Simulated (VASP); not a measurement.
SnSe:

```
CELL_PARAMETERS angstrom
11.19790 0.00000 0.00000
0.00000 4.06926 0.00000
0.00000 0.00000 4.27136
ATOMIC_POSITIONS crystal
Sn 0.11780 0.25000 0.09307
Sn 0.38220 0.75000 0.59307
Sn 0.61780 0.25000 0.40693
Sn 0.88220 0.75000 0.90693
Se 0.35742 0.25000 0.02219
Se 0.14258 0.75000 0.52219
Se 0.85742 0.25000 0.47781
Se 0.64258 0.75000 0.97781
```

| Item | Value |
| --- | --- |
| Program | VASP 6.6.1 |
| Task | relaxation of shape and atoms at fixed volume |
| Functional | PBEsol |
| Potentials or basis | VASP PAW PBE potentials, release 64 (Sn_d, Se) |
| Cutoff | 600 eV |
| k mesh | 4 × 8 × 8 |
| Occupations | gaussian, width 0.03 eV |
| Spin | no spin polarisation |

At the start: pressure 4.0 GPa; volume 24.33 Å³/atom.

Task: Where does the relaxation end?

Result: Over 19 steps the energy falls by 6.0 meV/atom; space group Pnma (No. 62, to 0.1 Å) before and after.

Step by step:
```tsv
step	energy change (eV)	largest force (eV/Å)	pressure (GPa)
1	0.0000	0.3496	4.02
2	-0.0277	0.1973	3.54
3	-0.0400	0.0546	2.99
4	-0.0423	0.0235	2.93
5	-0.0423	0.0256	2.93
6	-0.0429	0.0263	2.93
7	-0.0439	0.0284	2.91
8	-0.0439	0.0288	2.90
9	-0.0444	0.0239	2.89
10	-0.0452	0.0216	2.85
11	-0.0449	0.0424	2.79
12	-0.0454	0.0297	2.82
13	-0.0459	0.0345	2.83
14	-0.0463	0.0435	2.83
15	-0.0467	0.0366	2.83
16	-0.0474	0.0163	2.81
17	-0.0474	0.0257	2.77
18	-0.0476	0.0088	2.79
19	-0.0478	0.0078	2.78
```

Final structure:
```
Sn Se
1.0
    11.21120    0.00000    0.00000
     0.00000    4.11054    0.00000
     0.00000    0.00000    4.22345
Sn Se
4 4
Direct
  0.11658 0.25000 0.07140
  0.38342 0.75000 0.57140
  0.61658 0.25000 0.42860
  0.88342 0.75000 0.92860
  0.35952 0.25000 0.02041
  0.14048 0.75000 0.52041
  0.85952 0.25000 0.47959
  0.64048 0.75000 0.97959
```

Caveat: the PAW data sets were made with another functional, which shifts forces and pressure a little.
